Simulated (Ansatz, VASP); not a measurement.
**KF in VASP and in Ansatz**

INCAR

```
PREC = Accurate ; ENCUT = 520
EDIFF = 1E-7 ; ISMEAR = 0
SIGMA = 0.05 ; LREAL = F
LASPH = T ; NELM = 80
ALGO = Normal ; ISIF = 2
LWAVE = F ; LCHARG = F
GGA = PE ; NBANDS = 15
```

The input KPOINTS:

```
regular mesh
0
Gamma
  8 8 8
```

File POSCAR:

```
KF
1.0
    0.0291173907      2.7251720890      2.7251720890
    2.7251720890      0.0291173907      2.7251720890
    2.7251720890      2.7251720890      0.0291173907
K F
1 1
Direct
    0.0000000000      0.0000000000      0.0000000000
    0.5000000000      0.5000000000      0.5000000000
```

Input for Ansatz:

```yaml
crystal:
  lattice:
    - [0.0291173907, 2.725172089, 2.725172089]
    - [2.725172089, 0.0291173907, 2.725172089]
    - [2.725172089, 2.725172089, 0.0291173907]
  atoms:
    - { symbol: K, position: [0.0, 0.0, 0.0] }
    - { symbol: F, position: [0.5, 0.5, 0.5] }
basis:
  ecutwfc: 520.0
kpoints:
  mp_grid: { grid: [8, 8, 8] }
hamiltonian:
  xc: pbe
scf:
  occupations: { method: gaussian, width: 0.05 }
output:
  forces: true
  stress: true
  eigenvalues: true
```

Alike in both runs: task single point; functional PBE; k mesh 8 × 8 × 8; occupations gaussian, width 0.05 eV; no spin polarisation.

|  | VASP | Ansatz |
| --- | --- | --- |
| version | VASP 6.6.1 | Ansatz 0.2.0 |
| potentials or method | VASP PAW PBE potentials, release 64 (K_sv, F), cutoff 520 eV | scalar-relativistic, plane waves, PAW |
| valence electrons in the cell | 16 | 16 |

VASP gave:

- gap on the k mesh at the Fermi level (eV): 5.94
- least direct gap on the mesh (eV): 5.94
- pressure (GPa): 0.0
- traceless stress, the component that is largest in VASP (GPa): -0.15

Estimate Ansatz's values.

gap on the k mesh at the Fermi level (eV): 5.95; least direct gap on the mesh (eV): 5.95; pressure (GPa): 0.0; traceless stress, the component that is largest in VASP (GPa): -0.15.
